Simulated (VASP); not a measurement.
ZrB:

```
Zr B
1.0
    -1.60555    1.92654    1.93718
     1.60555   -1.92654    1.93718
     1.60555    1.92654   -1.93718
Zr B
1 1
Direct
  0.50000 0.00000 0.50000
  0.00000 0.00000 0.00000
```

```yaml
Program: VASP 6.6.1
Task: relaxation of cell and atoms
Functional: PBE
Potentials_or_basis: VASP PAW PBE potentials, release 64 (Zr_sv, B)
Cutoff: 600 eV
k_mesh: 8 × 8 × 8
Occupations: gaussian, width 0.1 eV
Spin: no spin polarisation
```

At the start: pressure 59.8 GPa; volume 11.98 Å³/atom.

Q: Where does the relaxation end?

A: Over 12 steps the energy falls by 1254.2 meV/atom and the volume is 14.76 Å³/atom (+23.2 %); space group Fm-3m (No. 225, to 0.05 Å).

Step by step:
```csv
step,energy change (eV),largest force (eV/Å),pressure (GPa),volume (Å³)
1,0.0000,0.0000,59.77,23.97
2,-1.1139,0.0000,-26.00,41.11
3,-2.2711,0.0000,-10.06,31.99
4,-2.2746,0.0000,-8.95,31.73
5,-2.2752,0.0000,-8.22,31.57
6,-2.4575,0.0000,3.96,28.82
7,-2.4608,0.0000,2.16,29.12
8,-2.4968,0.0000,0.57,29.42
9,-2.5016,0.0000,-0.11,29.55
10,-2.5018,0.0000,-0.24,29.58
11,-2.5081,0.0000,0.01,29.52
12,-2.5083,0.0000,-0.05,29.53
```

Final structure:
```
Zr B
1.0
    -1.72852    2.45169    1.74193
     1.72852   -2.45169    1.74193
     1.72852    2.45169   -1.74193
Zr B
1 1
Direct
  0.50000 0.00000 0.50000
  0.00000 0.00000 0.00000
```

Caveat: the volume moved by over 15 % at a fixed basis, so the end points are rough.
